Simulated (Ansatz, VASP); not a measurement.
One calculation of AlGaN2, two programs

POSCAR

```
AlGaN2
1.0
    3.1385264188      0.0000000000      0.0000000000
    0.0000000000      3.1385264188      0.0000000000
    0.0000000000      0.0000000000      8.8447134538
Al Ga N
2 2 4
Direct
    0.5000000000      0.5000000000      0.2500000000
    0.5000000000      0.5000000000      0.7500000000
    0.0000000000      0.0000000000      0.0037660705
    0.0000000000      0.0000000000      0.4962339295
    0.5000000000      0.0000000000      0.3865008684
    0.5000000000      0.0000000000      0.8525823020
    0.0000000000      0.5000000000      0.1134991316
    0.0000000000      0.5000000000      0.6474176980
```

The input INCAR.step1:

```
ALGO     = Normal         # electronic algorithm
EDIFF    = 1E-4           # SCF threshold, eV
ENCUT    = 520            # plane-wave cutoff, eV
GGA      = PE             # functional
ISMEAR   = 0              # smearing method
LASPH    = True           # aspherical terms in the spheres
LCHARG   = False          # write CHGCAR
LREAL    = False          # projectors in reciprocal space
LWAVE    = True           # write WAVECAR
NBANDS   = 36             # bands
NELM     = 80             # most SCF steps
PREC     = Accurate       # precision mode
SIGMA    = 0.05           # smearing width, eV
```

Contents of INCAR.step2:

```
ALGO     = Normal         # electronic algorithm
EDIFF    = 1E-7           # SCF threshold, eV
ENCUT    = 520            # plane-wave cutoff, eV
ISIF     = 2              # what is computed and relaxed
ISMEAR   = 0              # smearing method
ISTART   = 1            
LASPH    = True           # aspherical terms in the spheres
LCHARG   = False          # write CHGCAR
LMIXTAU  = True         
LREAL    = False          # projectors in reciprocal space
LWAVE    = False          # write WAVECAR
METAGGA  = R2SCAN         # meta-GGA
NBANDS   = 36             # bands
NELM     = 80             # most SCF steps
PREC     = Accurate       # precision mode
SIGMA    = 0.05           # smearing width, eV
```

The input KPOINTS:

```
k-points
0
Gamma
  8 8 4
```

Input for Ansatz:

```yaml
crystal:
  lattice:
    - [3.1385264188, 0.0, 0.0]
    - [0.0, 3.1385264188, 0.0]
    - [0.0, 0.0, 8.8447134538]
  atoms:
    - { symbol: Al, position: [0.5, 0.5, 0.25] }
    - { symbol: Al, position: [0.5, 0.5, 0.75] }
    - { symbol: Ga, position: [0.0, 0.0, 0.0037660705] }
    - { symbol: Ga, position: [0.0, 0.0, 0.4962339295] }
    - { symbol: "N", position: [0.5, 0.0, 0.3865008684] }
    - { symbol: "N", position: [0.5, 0.0, 0.852582302] }
    - { symbol: "N", position: [0.0, 0.5, 0.1134991316] }
    - { symbol: "N", position: [0.0, 0.5, 0.647417698] }
basis:
  ecutwfc: 500
kpoints:
  mp_grid: { grid: [8, 8, 4] }
hamiltonian:
  xc: r2scan
scf:
  occupations: { method: gaussian, width: 0.05 }
output:
  forces: true
  stress: true
  eigenvalues: true
```

Change from the starting cell: mode 23 (742.2 1/cm) frozen in, largest displacement -0.150 Å.

Alike in both runs: task single point; functional r2SCAN; k mesh 8 × 8 × 4; occupations gaussian, width 0.05 eV; no spin polarisation.

```csv
,VASP,Ansatz
version,VASP 6.6.1,Ansatz 0.2.0
potentials or method,"VASP PAW PBE potentials, release 64 (Al, Ga_d, N), cutoff 520 eV","scalar-relativistic, plane waves, PAW"
valence electrons in the cell,52,52
```

|  | VASP | Ansatz | Ansatz less VASP |
| --- | --- | --- | --- |
| gap on the k mesh at the Fermi level (eV) | 2.21 | 2.22 | +0.007 |
| least direct gap on the mesh (eV) | 2.21 | 2.22 | +0.007 |
| pressure (GPa) | 4.4 | 4.0 | -0.41 |
| traceless stress, the component that is largest in VASP (GPa) | -5.32 | -5.32 | -0.002 |
| rms of the force components (eV/Å) | 2.167 | 2.140 | -0.0268 |

VASP's potentials were made for PBE, not for r2SCAN. Atom by atom the forces differ by 0.044 eV/Å (rms over components). With one functional, cell and mesh, what is left measures potentials, basis and numerics.
